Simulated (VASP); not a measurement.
Here is a VASP 6.6.1 calculation.

INCAR

```
SYSTEM = PbF2
PREC = Accurate
ENCUT = 520
EDIFF = 1E-6
ISMEAR = -1
SIGMA = 0.03
LREAL = .False.
LASPH = .True.
NELM = 80
ALGO = Normal
ISIF = 2
LWAVE = .False.
LCHARG = .False.
NBANDS = 21
```

File KPOINTS:

```
Automatic mesh
0
Gamma
  7 7 7
  0 0 0
```

POSCAR

```
PbF2
1.0
   -0.0593970000      2.9401515000      2.9401515000
    2.9401515000     -0.0593970000      2.9401515000
    2.9401515000      2.9401515000     -0.0593970000
Pb F
1 2
Direct
    0.0000000000      0.0000000000      0.0000000000
    0.2500000000      0.2500000000      0.2500000000
    0.7500000000      0.7500000000      0.7500000000
```

Potentials or basis: VASP PAW LDA potentials, release 64 (Pb_d, F).

Command:

```bash
$ cat potpaw_LDA.64/Pb_d/POTCAR potpaw_LDA.64/F/POTCAR > POTCAR
$ mpirun -np 1 vasp_std > vasp.out
```

Question: What does it give for the band gap on the k mesh?

Answer: 4.23 eV (least direct gap 4.48 eV).

Question: What does it give for the largest force?

Answer: 0.079 eV/Å.

Question: What does it give for the pressure?

Answer: -4.8 GPa.

Stress tensor (GPa, compression positive):
```
-4.82  0.62  0.62
 0.62 -4.82  0.62
 0.62  0.62 -4.82
```

Caveat: the cell differs from its parent crystal (equal xy, yz and zx shear strains of -2 %); the cell stands under tension; spin-orbit coupling is left out, which moves the levels of the heavy elements; an odd mesh through Γ misses points on the zone boundary, where band edges can lie.
